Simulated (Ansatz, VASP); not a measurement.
# Sn2TeS3: VASP beside Ansatz

```xyz
6
Lattice="3.5084 0.0000 0.0000 0.0000 3.5084 0.0000 0.0000 0.0000 10.6745" Properties=species:S:1:pos:R:3 pbc="T T T"
Sn    0.0000    0.0000    3.5414
Sn    0.0000    0.0000    7.1331
Te    0.0000    0.0000    0.0000
S     1.7542    1.7542    1.8924
S     1.7542    1.7542    5.3372
S     1.7542    1.7542    8.7821
```

Change from the starting cell: species swapped into the Pr3MgAl2 type (P4/mmm, No. 123).

Alike in both runs: functional PBE; k mesh 10 × 10 × 4; occupations gaussian, width 0.1 eV; no spin polarisation.

Ansatz relaxed the structure, and its values are those at the end. VASP's run is a single point on that final structure, the one shown.

|  | VASP | Ansatz |
| --- | --- | --- |
| version | VASP 6.6.1 | Ansatz 0.2.0 |
| potentials or method | VASP PAW PBE potentials, release 64 (Sn_d, Te, S), cutoff 520 eV | scalar-relativistic, plane waves, PAW |
| valence electrons in the cell | 52 | 62 |

```tsv
	VASP	Ansatz	Ansatz less VASP
gap on the k mesh at the Fermi level (eV)	none	none	-
pressure (GPa)	-0.1	0.0	+0.09
rms of the force components (eV/Å)	0.003	0.004	+0.0010
```

A gap of «none» marks a metal or a gap that the smearing closes. VASP's potentials hold 52 valence electrons a cell and Ansatz's 62, so a difference there can come from the potentials and not from the codes.

Neither program's run includes spin-orbit coupling.
